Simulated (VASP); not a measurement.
# Al (Fm-3m) in VASP: a series of runs

Runs on Al. Level: LDA. Tasks: single point, relaxation of cell and atoms.

Everything below comes from runs of VASP 6.6.1. Logs are shortened: lines on timing, memory, paths and dates and some standing lists are left out, and cuts for length are marked.

## 1. The cell of the first run

The structure is cubic, space group Fm-3m (No. 225). The conventional cell has a = 3.984 Å, b = 3.984 Å, c = 3.984 Å, α = 90.00°, β = 90.00°, γ = 90.00°. Within 3.7 Å of Al (site symmetry m-3m) lie 12 Al at 2.82 Å.

## 2. Single point, LDA

Contents of INCAR:

```
ALGO = Normal
EDIFF = 1E-6
ENCUT = 520
ISIF = 2
ISMEAR = -1
LASPH = T
LCHARG = F
LREAL = F
LWAVE = F
NBANDS = 8
NELM = 60
PREC = Accurate
SIGMA = 0.05
```

Contents of KPOINTS:

```
k-points
0
Gamma
  18 18 18
```

Contents of POSCAR:

```
Al
1.0
    0.0000000000      1.9917790140      1.9917790140
    1.9917790140      0.0000000000      1.9917790140
    1.9917790140      1.9917790140      0.0000000000
Al
1
Direct
    0.0000000000      0.0000000000      0.0000000000
```

Potentials or basis: VASP PAW LDA potentials, release 64 (Al).

The run is started by

```console
cat potpaw_LDA.64/Al/POTCAR > POTCAR
mpirun -np 1 vasp_std > vasp.out
```

OUTCAR:

```text
EDIFF = 1E-6
   ENCUT = 520
   ISIF = 2
   ISMEAR = -1
   LASPH = T
   LREAL = F
   NELM = 60
   PREC = Accurate

 ion  position               nearest neighbor table
   1  0.000  0.000  0.000-

  LATTYP: Found a face centered cubic cell.
 ALAT       =     3.9835580280

  Lattice vectors:

 A1 = (   0.0000000000,   1.9917790140,   1.9917790140)
 A2 = (   1.9917790140,   0.0000000000,   1.9917790140)
 A3 = (   1.9917790140,   1.9917790140,   0.0000000000)

Analysis of symmetry for initial positions (statically):
=====================================================================
 Subroutine PRICEL returns:
 Original cell was already a primitive cell.

 Routine SETGRP: Setting up the symmetry group for a
 face centered cubic supercell.

 Subroutine GETGRP returns: Found 48 space group operations
 (whereof 48 operations were pure point group operations)
 out of a pool of 48 trial point group operations.

The static configuration has the point symmetry O_h .

Analysis of symmetry for dynamics (positions and initial velocities):
=====================================================================
 Subroutine PRICEL returns:
 Original cell was already a primitive cell.

 Routine SETGRP: Setting up the symmetry group for a
 face centered cubic supercell.

 Subroutine GETGRP returns: Found 48 space group operations
 (whereof 48 operations were pure point group operations)
 out of a pool of 48 trial point group operations.

The dynamic configuration has the point symmetry O_h .

 Subroutine INISYM returns: Found 48 space group operations
 (whereof 48 operations are pure point group operations),
 and found     1 'primitive' translations

----------------------------------------------------------------------------------------

                                     Primitive cell

  volume of cell :      15.8035

  direct lattice vectors                    reciprocal lattice vectors
     0.000000000  1.991779014  1.991779014    -0.251031865  0.251031865  0.251031865
     1.991779014  0.000000000  1.991779014     0.251031865 -0.251031865  0.251031865
     1.991779014  1.991779014  0.000000000     0.251031865  0.251031865 -0.251031865

  length of vectors
     2.816800895  2.816800895  2.816800895     0.434799944  0.434799944  0.434799944

  position of ions in fractional coordinates (direct lattice)
     0.000000000  0.000000000  0.000000000

  ion indices of the primitive-cell ions
   primitive index   ion index
                 1           1

----------------------------------------------------------------------------------------

 KPOINTS: k-points

Automatic generation of k-mesh.
 Grid dimensions read from file:
 generate k-points for:   18   18   18

 Generating k-lattice:

  Cartesian coordinates                     Fractional coordinates (reciprocal lattice)
    -0.013946215  0.013946215  0.013946215     0.055555556  0.000000000  0.000000000
     0.013946215 -0.013946215  0.013946215     0.000000000  0.055555556  0.000000000
     0.013946215  0.013946215 -0.013946215     0.000000000  0.000000000  0.055555556

  Length of vectors
     0.024155552  0.024155552  0.024155552

  Shift w.r.t. Gamma in fractional coordinates (k-lattice)
     0.000000000  0.000000000  0.000000000

 Subroutine IBZKPT returns following result:
 ===========================================

 Found    195 irreducible k-points:

 Following reciprocal coordinates:
            Coordinates               Weight
  0.000000  0.000000  0.000000      1.000000
  0.055556  0.000000  0.000000      8.000000
  0.111111  0.000000  0.000000      8.000000
  0.166667  0.000000  0.000000      8.000000
  0.222222  0.000000  0.000000      8.000000
  0.277778  0.000000  0.000000      8.000000
[... 16 lines left out ...]
 -0.277778  0.055556  0.000000     24.000000
 -0.222222  0.055556  0.000000     24.000000
 [... further k-points ...]
   k-points           NKPTS =    195   k-points in BZ     NKDIM =    195   number of bands    NBANDS=      8
   number of dos      NEDOS =    301   number of ions     NIONS =      1
   total plane-waves  NPLWV =  13824
   dimension x,y,z NGX =    24 NGY =   24 NGZ =   24
   dimension x,y,z NGXF=    48 NGYF=   48 NGZF=   48
   ions per type =               1
   NGX,Y,Z   is equivalent  to a cutoff of  14.16, 14.16, 14.16 a.u.
   NGXF,Y,Z  is equivalent  to a cutoff of  28.33, 28.33, 28.33 a.u.
 SYSTEM =  unknown system
   PREC   = accura    normal or accurate (medium, high low for compatibility)
   ISTART =      0    job   : 0-new  1-cont  2-samecut
   ICHARG =      2    charge: 1-file 2-atom 10-const
   ISPIN  =      1    spin polarized calculation?
   LNONCOLLINEAR =      F non collinear calculations
   LSORBIT =      F    spin-orbit coupling
   LASPH  =      T    aspherical Exc in radial PAW
   ENCUT  =  520.0 eV  38.22 Ry    6.18 a.u.   5.24  5.24  5.24*2*pi/ulx,y,z
   NELM   =     60;   NELMIN=  2; NELMDL= -5     # of ELM steps
   EDIFF  = 0.1E-05   stopping-criterion for ELM
   LREAL  =      F    real-space projection
   EDIFFG = 0.1E-04   stopping-criterion for IOM
   NSW    =      0    number of steps for IOM
   IBRION =     -1    ionic relax: 0-MD 1-quasi-New 2-CG
   NFREE  =      0    steps in history (QN), initial steepest desc. (CG)
   ISIF   =      2    stress and relaxation
   ISYM   =      2    0-nonsym 1-usesym 2-fastsym
   POTIM  = 0.5000    time-step for ionic-motion
   TEBEG  =    0.0;   TEEND  =   0.0 temperature during run
   PSTRESS=    0.0 pullay stress
   NELECT =       3.0000    total number of electrons
   NUPDOWN=      -1.0000    fix difference up-down
   EMIN   =  10.00;   EMAX   =-10.00  energy-range for DOS
   EFERMI =   0.00;   METHOD = LEGACY
   ISMEAR =    -1;   SIGMA  =   0.05  broadening in eV -4-tet -1-fermi 0-gaus
   EFERMI_NEDOS =   21; number of points for ismear=-14 and -15
   IALGO  =     38    algorithm
   IMIX   =      4    mixing-type and parameters
     AMIX     =   0.40;   BMIX     =  1.00
     AMIX_MAG =   1.60;   BMIX_MAG =  1.00
  volume/ion in A,a.u.               =      15.80       106.65
  Fermi-wavevector in a.u.,A,eV,Ry     =   0.940872  1.777991 12.044435  0.885241
  Thomas-Fermi vector in A             =   2.068327
   LORBIT       =      0    0 simple, 1 ext, 2 COOP (PROOUT), +10 PAW based schemes
   GGA     = CA    functional components
   LHFCALC =     F    Hartree Fock is set to
   AEXX    =    0.0000 exact exchange contribution
   IVDW    =     0    specifies the selected vdW correction
   LEPSILON=     F    determine dielectric tensor
   LRPA    =     F    only Hartree local field effects (RPA)
 non-spin polarized calculation
  energy-cutoff  :      520.00
  volume of cell :       15.80
 maximum number of plane-waves:       444
 NGX is ok and might be reduce to    24
   NGX = 11   NGY = 11   NGZ = 11

 number of electron       3.0000000 magnetization

 Free energy of the ion-electron system (eV)
  ---------------------------------------------------
  ext. energy  EPLUGINS =         0.00000000
  ---------------------------------------------------
  free energy    TOTEN  =        -4.19097373 eV

  energy without entropy =       -4.18667793  energy(sigma->0) =       -4.18882583

 E-fermi :   8.2369     XC(G=0): -10.5042

 val. band max:        8.2194571651   @ k =  -0.2778   0.2778   0.0556
 cond. band min:       8.2445467172   @ k =  -0.4444   0.3333   0.1111
 fundamental gap:      0.0250895521
 Fermi energy:         8.2368757153

 k-point     1 :       0.0000    0.0000    0.0000
  band No.  band energies     occupation
      1      -3.1542      2.00000
      2      21.0527      0.00000
      3      21.0527      0.00000
      4      21.0527      0.00000
      5      22.7083      0.00000
      6      22.7083      0.00000
      7      22.7083      0.00000
      8      25.1751      0.00000

 k-point     2 :       0.0556    0.0000    0.0000
  band No.  band energies     occupation
      1      -3.0681      2.00000
      2      19.5498      0.00000
      3      20.7588      0.00000
      4      20.7588      0.00000
      5      23.1353      0.00000
      6      23.1353      0.00000
      7      23.2800      0.00000
      8      26.0522      0.00000

 k-point     3 :       0.1111    0.0000    0.0000
  band No.  band energies     occupation
      1      -2.8101      2.00000
      2      17.2979      0.00000
      3      20.2580      0.00000
      4      20.2580      0.00000
      5      23.3639      0.00000
      6      24.0043      0.00000
      7      24.0043      0.00000
      8      26.4605      0.00000

 k-point     4 :       0.1667    0.0000    0.0000
  band No.  band energies     occupation
      1      -2.3811      2.00000
      2      15.0213      0.00000
      3      19.8148      0.00000
      4      19.8148      0.00000
      5      23.2088      0.00000
      6      24.5956      0.00000
      7      24.5956      0.00000
      8      25.8307      0.00000

 k-point     5 :       0.2222    0.0000    0.0000
  band No.  band energies     occupation
      1      -1.7827      2.00000
      2      12.8185      0.00000
      3      19.4876      0.00000
      4      19.4876      0.00000
      5      23.0409      0.00000
      6      23.7930      0.00000
      7      23.7930      0.00000
      8      26.8010      0.00000

 k-point     6 :       0.2778    0.0000    0.0000
  band No.  band energies     occupation
      1      -1.0174      2.00000
      2      10.7231      0.00000
      3      19.2922      0.00000
      4      19.2922      0.00000
      5      22.7848      0.00000
      6      22.7848      0.00000
      7      22.9439      0.00000
      8      27.0000      0.00000

 k-point     7 :       0.3333    0.0000    0.0000
  band No.  band energies     occupation
      1      -0.0878      2.00000
      2       8.7514      0.00007
      3      19.2347      0.00000
      4      19.2347      0.00000
      5      21.8669      0.00000
      6      21.8669      0.00000
      7      22.9600      0.00000
      8      26.0446      0.00000

 k-point     8 :       0.3889    0.0000    0.0000
  band No.  band energies     occupation
      1       1.0026      2.00000
      2       6.9136      2.00000
      3      19.3177      0.00000
      4      19.3177      0.00000
      5      21.0763      0.00000
      6      21.0763      0.00000
      7      23.1113      0.00000
      8      25.1902      0.00000

 k-point     9 :       0.4444    0.0000    0.0000
  band No.  band energies     occupation
      1       2.2489      2.00000
      2       5.2179      2.00000
      3      19.5424      0.00000
      4      19.5424      0.00000
      5      20.4240      0.00000
      6      20.4240      0.00000
      7      23.4072      0.00000
      8      24.4606      0.00000

 k-point    10 :       0.5000    0.0000    0.0000
  band No.  band energies     occupation
      1       3.5240      2.00000
      2       3.7928      2.00000
      3      19.8792      0.00000
      4      19.8792      0.00000
      5      19.9442      0.00000
      6      19.9442      0.00000
      7      23.7852      0.00000
      8      23.9361      0.00000
[... 78 lines left out ...]
 k-point    18 :       0.4444    0.0556    0.0000
  band No.  band energies     occupation
      1       1.8903      2.00000
      2       5.8379      2.00000
      3      18.3412      0.00000
      4      18.9396      0.00000
      5      19.8005      0.00000
      6      21.8642      0.00000
      7      24.2373      0.00000
      8      25.2883      0.00000

 k-point    19 :       0.5000    0.0556    0.0000
  band No.  band energies     occupation
      1       3.2281      2.00000
      2       4.2506      2.00000
      3      18.3739      0.00000
      4      18.6616      0.00000
      5      20.1318      0.00000
      6      21.3088      0.00000
      7      24.5667      0.00000
      8      24.7165      0.00000

 k-point    20 :      -0.4444    0.0556    0.0000
  band No.  band energies     occupation
      1       2.7697      2.00000
      2       4.7588      2.00000
      3      17.9513      0.00000
      4      19.1267      0.00000
      5      20.6112      0.00000
      6      20.8936      0.00000
      7      24.1657      0.00000
      8      25.1540      0.00000

 k-point    21 :      -0.3889    0.0556    0.0000
  band No.  band energies     occupation
      1       1.4750      2.00000
      2       6.4024      2.00000
      3      17.6752      0.00000
      4      19.7358      0.00000
      5      20.6198      0.00000
      6      21.2337      0.00000
      7      23.8256      0.00000
      8      25.8078      0.00000

 k-point    22 :      -0.3333    0.0556    0.0000
  band No.  band energies     occupation
      1       0.3326      2.00000
      2       8.1916      1.42392
      3      17.5461      0.00000
      4      20.4486      0.00000
      5      20.5253      0.00000
      6      21.9932      0.00000
      7      23.6281      0.00000
      8      26.5750      0.00000

 k-point    23 :      -0.2778    0.0556    0.0000
  band No.  band energies     occupation
      1      -0.6504      2.00000
      2      10.1160      0.00000
      3      17.5638      0.00000
      4      20.4854      0.00000
      5      21.3819      0.00000
      6      22.8735      0.00000
      7      23.5725      0.00000
      8      27.3798      0.00000

 k-point    24 :      -0.2222    0.0556    0.0000
  band No.  band energies     occupation
      1      -1.4704      2.00000
      2      12.1650      0.00000
      3      17.7278      0.00000
      4      20.6217      0.00000
      5      22.3911      0.00000
      6      23.5558      0.00000
      7      23.9371      0.00000
      8      26.1657      0.00000

 [... further k-points ...]

------------------------ aborting loop because EDIFF is reached ----------------------------------------

  FORCE on cell =-STRESS in cart. coord.  units (eV):
  Direction    XX          YY          ZZ          XY          YZ          ZX
  --------------------------------------------------------------------------------------
  -------------------------------------------------------------------------------------
  Total        0.0069624      0.0069624      0.0069624      0.0000000     -0.0000000     -0.0000000
  in kB        0.7058514      0.7058514      0.7058514      0.0000000     -0.0000000     -0.0000000
  external PRESSURE =       0.7058514 kB  Pullay stress =       0.0000000 kB

 VOLUME and BASIS-vectors are now :
 -----------------------------------------------------------------------------
  energy-cutoff  :      520.00
  volume of cell :       15.80
      direct lattice vectors                 reciprocal lattice vectors
     0.000000000  1.991779014  1.991779014    -0.251031865  0.251031865  0.251031865
     1.991779014  0.000000000  1.991779014     0.251031865 -0.251031865  0.251031865
     1.991779014  1.991779014  0.000000000     0.251031865  0.251031865 -0.251031865

 POSITION                                       TOTAL-FORCE (eV/Angst)
 -----------------------------------------------------------------------------------
      0.00000      0.00000      0.00000         0.000000      0.000000     -0.000000
 -----------------------------------------------------------------------------------
    total drift:                               -0.000000      0.000000     -0.000000

  FREE ENERGIE OF THE ION-ELECTRON SYSTEM (eV)
  ---------------------------------------------------
  free  energy   TOTEN  =        -4.1909737251 eV

  energy  without entropy=       -4.1866779349  energy(sigma->0) =       -4.18882583
```

Run time: 13 s. Hardware: 1 thread of Intel Xeon Platinum 8375C at 2.90GHz (Ice Lake), shared host; peak memory 0.13 GiB.

What came out:

```
Free energy            : -4.1910 eV
Pressure               : 0.1 GPa
Band gap on the k mesh : zero (an odd number of electrons rules out a gap without spin polarisation)
```

(Part 1 of 2 ends here.)

The gap in the log of VASP goes by the Fermi energy; the results here count the filled bands.